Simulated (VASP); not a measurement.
# C (I4_1/amd) in VASP: notebook, part 2 of 3

VASP 6.6.1. Earlier steps stand in the parts before.

## (3) Single point, r2SCAN (strain -0.040 along x and y, +0.080 along z)

The input, POSCAR:

```
C
1.0
    0.0000000000      1.7120640000      1.9260720000
    1.7120640000      0.0000000000      1.9260720000
    1.7120640000      1.7120640000      0.0000000000
C
2
Direct
    0.5000000000      0.5000000000      0.5000000000
    0.7500000000      0.7500000000      0.7500000000
```

The input, INCAR.step1:

```
PREC = Accurate
ENCUT = 520
ISMEAR = 0
SIGMA = 0.05
LREAL = False
LASPH = True
NELM = 100
NBANDS = 11
GGA = PE
ALGO = Normal
EDIFF = 1E-4
LWAVE = True
LCHARG = False
```

The input, INCAR.step2:

```
PREC = Accurate
ENCUT = 520
EDIFF = 1E-7
ISMEAR = 0
SIGMA = 0.05
LREAL = False
LASPH = True
NELM = 100
ALGO = Normal
ISIF = 2
LWAVE = False
LCHARG = False
METAGGA = R2SCAN
LMIXTAU = True
NBANDS = 11
ISTART = 1
```

The input, KPOINTS:

```
Automatic mesh
0
Gamma
  12 12 12
```

Potentials or basis: VASP PAW PBE potentials, release 64 (C).

Run with:

```
cat potpaw_PBE.64/C/POTCAR > POTCAR
cp INCAR.step1 INCAR
mpirun -np 1 vasp_std > vasp.out
cp INCAR.step2 INCAR
mpirun -np 1 vasp_std > vasp.out
```

OUTCAR:

```text
PREC = Accurate
   ENCUT = 520
   EDIFF = 1E-7
   ISMEAR = 0
   LREAL = False
   LASPH = True
   NELM = 100
   ISIF = 2
   METAGGA = R2SCAN
   ISTART = 1

 ion  position               nearest neighbor table
   1  0.500  0.500  0.500-   2 1.55   2 1.55   2 1.55   2 1.55
   2  0.750  0.750  0.750-   1 1.55   1 1.55   1 1.55   1 1.55

  LATTYP: Found a body centered tetragonal cell.
 ALAT       =     2.4212241285
 C/A-ratio  =     1.5909902577

  Lattice vectors:

 A1 = (  -1.7120640000,   0.0000000000,   1.9260720000)
 A2 = (   1.7120640000,   0.0000000000,   1.9260720000)
 A3 = (   0.0000000000,   1.7120640000,  -1.9260720000)

Analysis of symmetry for initial positions (statically):
=====================================================================
 Subroutine PRICEL returns:
 Original cell was already a primitive cell.

 Routine SETGRP: Setting up the symmetry group for a
 body centered tetragonal supercell.

 Subroutine GETGRP returns: Found 16 space group operations
 (whereof  8 operations were pure point group operations)
 out of a pool of 16 trial point group operations.

The static configuration has the point symmetry D_2d.
 The point group associated with its full space group is D_4h.

Analysis of symmetry for dynamics (positions and initial velocities):
=====================================================================
 Subroutine PRICEL returns:
 Original cell was already a primitive cell.

 Routine SETGRP: Setting up the symmetry group for a
 body centered tetragonal supercell.

 Subroutine GETGRP returns: Found 16 space group operations
 (whereof  8 operations were pure point group operations)
 out of a pool of 16 trial point group operations.

The dynamic configuration has the point symmetry D_2d.
 The point group associated with its full space group is D_4h.

 Subroutine INISYM returns: Found 16 space group operations
 (whereof  8 operations are pure point group operations),
 and found     1 'primitive' translations

----------------------------------------------------------------------------------------

                                     Primitive cell

  volume of cell :      11.2913

  direct lattice vectors                    reciprocal lattice vectors
     0.000000000  1.712064000  1.926072000    -0.292045157  0.292045157  0.259595695
     1.712064000  0.000000000  1.926072000     0.292045157 -0.292045157  0.259595695
     1.712064000  1.712064000  0.000000000     0.292045157  0.292045157 -0.259595695

  length of vectors
     2.576997573  2.576997573  2.421224128     0.487822378  0.487822378  0.487822378

  position of ions in fractional coordinates (direct lattice)
     0.500000000  0.500000000  0.500000000
     0.750000000  0.750000000  0.750000000

  ion indices of the primitive-cell ions
   primitive index   ion index
                 1           1
                 2           2

----------------------------------------------------------------------------------------

 KPOINTS: Automatic mesh

Automatic generation of k-mesh.
 Grid dimensions read from file:
 generate k-points for:   12   12   12

 Generating k-lattice:

  Cartesian coordinates                     Fractional coordinates (reciprocal lattice)
    -0.024337096  0.024337096  0.021632975     0.083333333  0.000000000  0.000000000
     0.024337096 -0.024337096  0.021632975     0.000000000  0.083333333  0.000000000
     0.024337096  0.024337096 -0.021632975    -0.000000000 -0.000000000  0.083333333

  Length of vectors
     0.040651865  0.040651865  0.040651865

  Shift w.r.t. Gamma in fractional coordinates (k-lattice)
     0.000000000  0.000000000  0.000000000

 Subroutine IBZKPT returns following result:
 ===========================================

 Found    163 irreducible k-points:

 Following reciprocal coordinates:
            Coordinates               Weight
  0.000000  0.000000  0.000000      1.000000
  0.083333 -0.000000  0.000000      8.000000
  0.166667 -0.000000  0.000000      8.000000
  0.250000  0.000000  0.000000      8.000000
  0.333333 -0.000000  0.000000      8.000000
  0.416667  0.000000  0.000000      8.000000
[... 16 lines left out ...]
  0.500000  0.166667  0.000000      8.000000
 -0.416667  0.166667  0.000000      8.000000
 [... further k-points ...]
   k-points           NKPTS =    163   k-points in BZ     NKDIM =    163   number of bands    NBANDS=     11
   number of dos      NEDOS =    301   number of ions     NIONS =      2
   total plane-waves  NPLWV =   7200
   dimension x,y,z NGX =    20 NGY =   20 NGZ =   18
   dimension x,y,z NGXF=    40 NGYF=   40 NGZF=   36
   ions per type =               2
   NGX,Y,Z   is equivalent  to a cutoff of  12.90, 12.90, 12.36 a.u.
   NGXF,Y,Z  is equivalent  to a cutoff of  25.80, 25.80, 24.72 a.u.
 SYSTEM =  unknown system
   PREC   = accura    normal or accurate (medium, high low for compatibility)
   ISTART =      1    job   : 0-new  1-cont  2-samecut
   ICHARG =      0    charge: 1-file 2-atom 10-const
   ISPIN  =      1    spin polarized calculation?
   LNONCOLLINEAR =      F non collinear calculations
   LSORBIT =      F    spin-orbit coupling
   LASPH  =      T    aspherical Exc in radial PAW
   ENCUT  =  520.0 eV  38.22 Ry    6.18 a.u.   4.79  4.79  4.50*2*pi/ulx,y,z
   NELM   =    100;   NELMIN=  2; NELMDL=  0     # of ELM steps
   EDIFF  = 0.1E-06   stopping-criterion for ELM
   LREAL  =      F    real-space projection
   EDIFFG = 0.1E-05   stopping-criterion for IOM
   NSW    =      0    number of steps for IOM
   IBRION =     -1    ionic relax: 0-MD 1-quasi-New 2-CG
   NFREE  =      0    steps in history (QN), initial steepest desc. (CG)
   ISIF   =      2    stress and relaxation
   ISYM   =      2    0-nonsym 1-usesym 2-fastsym
   POTIM  = 0.5000    time-step for ionic-motion
   TEBEG  =    0.0;   TEEND  =   0.0 temperature during run
   PSTRESS=    0.0 pullay stress
   NELECT =       8.0000    total number of electrons
   NUPDOWN=      -1.0000    fix difference up-down
   EMIN   =  10.00;   EMAX   =-10.00  energy-range for DOS
   EFERMI =   0.00;   METHOD = LEGACY
   ISMEAR =     0;   SIGMA  =   0.05  broadening in eV -4-tet -1-fermi 0-gaus
   EFERMI_NEDOS =   21; number of points for ismear=-14 and -15
   IALGO  =     38    algorithm
   IMIX   =      4    mixing-type and parameters
     AMIX     =   0.40;   BMIX     =  1.00
     AMIX_MAG =   1.60;   BMIX_MAG =  1.00
  volume/ion in A,a.u.               =       5.65        38.10
  Fermi-wavevector in a.u.,A,eV,Ry     =   1.459455  2.757970 28.980524  2.130008
  Thomas-Fermi vector in A             =   2.576020
   LORBIT       =      0    0 simple, 1 ext, 2 COOP (PROOUT), +10 PAW based schemes
   METAGGA = R2SCAN    functional components
   LHFCALC =     F    Hartree Fock is set to
   AEXX    =    0.0000 exact exchange contribution
   IVDW    =     0    specifies the selected vdW correction
   LEPSILON=     F    determine dielectric tensor
   LRPA    =     F    only Hartree local field effects (RPA)
 non-spin polarized calculation
 Gauss-broadening in eV      SIGMA  =   0.05
  energy-cutoff  :      520.00
  volume of cell :       11.29
 maximum number of plane-waves:       324
   NGX =  9   NGY =  9   NGZ =  9

 number of electron       8.0000000 magnetization

 Free energy of the ion-electron system (eV)
  ---------------------------------------------------
  ext. energy  EPLUGINS =         0.00000000
  ---------------------------------------------------
  free energy    TOTEN  =       -19.30962208 eV

  energy without entropy =      -19.30962208  energy(sigma->0) =      -19.30962208

 E-fermi :  10.8667     XC(G=0): -14.2976

 val. band max:       10.5110046387   @ k =   0.0000   0.0000   0.0000
 cond. band min:      13.3170533371   @ k =   0.3333   0.0000   0.3333
 fundamental gap:      2.8060486983
 Fermi energy:        10.8667459937

 k-point     1 :       0.0000    0.0000    0.0000
  band No.  band energies     occupation
      1     -12.9533      2.00000
      2       8.3951      2.00000
      3      10.5110      2.00000
      4      10.5110      2.00000
      5      15.2653      0.00000
      6      15.2653      0.00000
      7      16.8391      0.00000
      8      23.3260      0.00000
      9      30.4277      0.00000
     10      33.1973      0.00000
     11      35.0147      0.00000
[... 309 lines left out ...]
 k-point    24 :      -0.4167    0.1667    0.0000
  band No.  band energies     occupation
      1      -6.3840      2.00000
      2      -3.6327      2.00000
      3       2.7367      2.00000
      4       7.2843      2.00000
      5      18.7248      0.00000
      6      20.7804      0.00000
      7      20.8355      0.00000
      8      26.2660      0.00000
      9      31.4500      0.00000
     10      35.2009      0.00000
     11      35.4407      0.00000

 [... further k-points ...]
[... 5 lines left out ...]
  --------------------------------------------------------------------------------------
  -------------------------------------------------------------------------------------
  Total        3.1564933      3.1564933     -6.0137023      0.0000000     -0.0000000     -0.0000000
  in kB      447.8916379    447.8916379   -853.3162250      0.0000000     -0.0000000     -0.0000000
  external PRESSURE =      14.1556836 kB  Pullay stress =       0.0000000 kB

 VOLUME and BASIS-vectors are now :
 -----------------------------------------------------------------------------
  energy-cutoff  :      520.00
  volume of cell :       11.29
      direct lattice vectors                 reciprocal lattice vectors
     0.000000000  1.712064000  1.926072000    -0.292045157  0.292045157  0.259595695
     1.712064000  0.000000000  1.926072000     0.292045157 -0.292045157  0.259595695
     1.712064000  1.712064000  0.000000000     0.292045157  0.292045157 -0.259595695

 POSITION                                       TOTAL-FORCE (eV/Angst)
 -----------------------------------------------------------------------------------
      1.71206      1.71206      1.92607         0.000000      0.000000     -0.000000
      2.56810      2.56810      2.88911        -0.000000     -0.000000      0.000000
 -----------------------------------------------------------------------------------
    total drift:                                0.000000     -0.000000      0.000000

  FREE ENERGIE OF THE ION-ELECTRON SYSTEM (eV)
  ---------------------------------------------------
  free  energy   TOTEN  =       -19.3096220751 eV

  energy  without entropy=      -19.3096220751  energy(sigma->0) =      -19.30962208
```

OUTCAR.step1:

```text
PREC = Accurate
   ENCUT = 520
   ISMEAR = 0
   LREAL = False
   LASPH = True
[... 560 lines left out ...]
      1.71206      1.71206      1.92607        -0.000000     -0.000000      0.000000
      2.56810      2.56810      2.88911         0.000000      0.000000      0.000000
 -----------------------------------------------------------------------------------
    total drift:                                0.000000     -0.000000      0.000000

  FREE ENERGIE OF THE ION-ELECTRON SYSTEM (eV)
  ---------------------------------------------------
  free  energy   TOTEN  =       -17.8557719319 eV

  energy  without entropy=      -17.8557719319  energy(sigma->0) =      -17.85577193
```

Run time: 1.7 min. Hardware: 1 thread of AMD EPYC 9R45, shared host; peak memory 0.1 GiB.

What came out:

```
Free energy            : -19.3096 eV
Pressure               : 1.4 GPa
Band gap on the k mesh : 2.81 eV, indirect (least direct gap 4.75 eV)
```

Stress tensor (GPa, compression positive):
```
 44.79   0.00   0.00
  0.00  44.79   0.00
  0.00   0.00 -85.33
```

Caveat: the cell differs from its parent crystal (strain -0.040 along x and y, +0.080 along z); the PAW data sets were made with another functional, which shifts forces and pressure a little. A k mesh can miss the band edges.

(Part 2 of 3 ends here.)
